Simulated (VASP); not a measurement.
Wanted: the native input for a VASP 6.6.1 run.

```
Task                   : relaxation of cell and atoms
Functional             : PBE
Potentials or basis    : VASP PAW PBE potentials, release 64 (Nd_3, Sc_sv, Sb), 4f in core
Cutoff                 : 500 eV
k mesh                 : 10 × 10 × 8
Occupations            : gaussian, width 0.1 eV
Spin                   : no spin polarisation
Dipole correction      : no
Further INCAR settings : ALGO = Normal; EDIFF = 1e-07; IBRION = 2; EDIFFG = -0.01; NSW = 100; ISIF = 3
```

The structure of NdScSb2 lies in POSCAR:

```
NdScSb2
1.0
    4.3597165012      0.0000000000      0.0000000000
    0.0000000000      4.3597165012      0.0000000000
    0.0000000000      0.0000000000      6.1700886069
Nd Sc Sb
1 1 2
Direct
    0.0000000000      0.0000000000      0.0000000000
    0.5000000000      0.5000000000      0.5000000000
    0.0000000000      0.0000000000      0.5000000000
    0.5000000000      0.5000000000      0.0000000000
```

The cell was generated, and may not be a known phase.

The input as run:

INCAR

```
ALGO = Normal
EDIFF = 1E-7
EDIFFG = -0.01
ENCUT = 500
GGA = PE
GGA_COMPAT = F
IBRION = 2
ISIF = 3
ISMEAR = 0
LASPH = T
LCHARG = F
LMAXMIX = 6
LREAL = F
LWAVE = F
NELM = 200
NELMIN = 4
NSW = 100
PREC = Accurate
SIGMA = 0.1
```

KPOINTS

```
k-points
0
Gamma
  10 10 8
```

Potentials or basis: VASP PAW PBE potentials, release 64 (Nd_3, Sc_sv, Sb), 4f in core.

Run with:

```console
$ cat potpaw_PBE.64/Nd_3/POTCAR potpaw_PBE.64/Sc_sv/POTCAR potpaw_PBE.64/Sb/POTCAR > POTCAR
$ mpirun -np 1 vasp_std > vasp.out
```

Results of the run:

| Item | Value |
| --- | --- |
| Relaxed volume | 29.50 Å³/atom |
| Relaxed cell | a = 4.371 Å, b = 4.371 Å, c = 6.177 Å, α = 90.00°, β = 90.00°, γ = 90.00° |
| Space group after relaxing (to 0.1 Å) | P4/mmm (No. 123) |
| Energy gained by relaxing | 0.2 meV/atom |
| Ionic steps | 3 |
| Pressure after relaxing | 0.0 GPa |
| Band gap on the k mesh | zero (bands 16 and 17 overlap by 1.26 eV) |

Caveat: spin-orbit coupling is left out, which moves the levels of the heavy elements; the 4f electrons are frozen in the core, so they carry no moment and show no levels.

Run time: 13 min on 1 thread of AMD EPYC 7R43 64-Core Processor (Zen 3) (shared host), peak memory 0.38 GiB.
